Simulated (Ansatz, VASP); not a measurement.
## One calculation of Cu, two programs

Contents of INCAR:

```
  PREC = Accurate
  ENCUT = 600
  EDIFF = 1E-6
  ISMEAR = -1
  SIGMA = 0.1
  LREAL = False
  LASPH = True
  NELM = 60
  ALGO = Normal
  ISIF = 3
  LWAVE = False
  LCHARG = False
  GGA = PS
  IBRION = 2
  NSW = 80
  EDIFFG = -0.02
```

KPOINTS

```
regular mesh
0
Gamma
  15 15 8
```

File POSCAR:

```
Cu
1.0
    2.5341000000      0.0000000000      0.0000000000
   -1.2670500000      2.1945900000      0.0000000000
    0.0000000000      0.0000000000      4.1125700000
Cu
2
Direct
    0.3333333333      0.6666666667      0.2500000000
    0.6666666667      0.3333333333      0.7500000000
```

Input for Ansatz:

```yaml
crystal:
  lattice:
    - [2.5341, 0.0, 0.0]
    - [-1.26705, 2.19459, 0.0]
    - [0.0, 0.0, 4.11257]
  atoms:
    - { symbol: Cu, position: [0.3333333333333333, 0.6666666666666666, 0.25] }
    - { symbol: Cu, position: [0.6666666666666666, 0.3333333333333333, 0.75] }
kpoints:
  mp_grid:
    grid: [15, 15, 8]
hamiltonian:
  xc: pbesol
  dispersion: none
scf:
  convergence:
    dr2_threshold: 1.0e-09
  occupations:
    method: fermi_dirac
relax:
  f_tol: 0.02
  cell: {}
```

Alike in both runs: task relaxation of cell and atoms; functional PBEsol; k mesh 15 × 15 × 8; no spin polarisation.

|  | VASP | Ansatz |
| --- | --- | --- |
| version | VASP 6.6.1 | Ansatz 0.2.0 |
| potentials or method | VASP PAW PBE potentials, release 64 (Cu) | plane waves, PAW |
| plane-wave cutoff (eV) | 600 | 420 |
| occupations | fermi-dirac, width 0.1 eV | fermi-dirac |
| valence electrons in the cell | 22 | 38 |

|  | VASP | Ansatz | Ansatz less VASP |
| --- | --- | --- | --- |
| relaxed volume (Å³/atom) | 11.38 | 11.32 | -0.062 |
| relaxed cell length with the largest relative difference (Å) | 4.153 | 4.144 | -0.0090 |

VASP's potentials were made for PBE, not for PBEsol. VASP's potentials hold 22 valence electrons a cell and Ansatz's 38, so a difference there can come from the potentials and not from the codes. Ansatz's warnings: stress scf threshold loose.
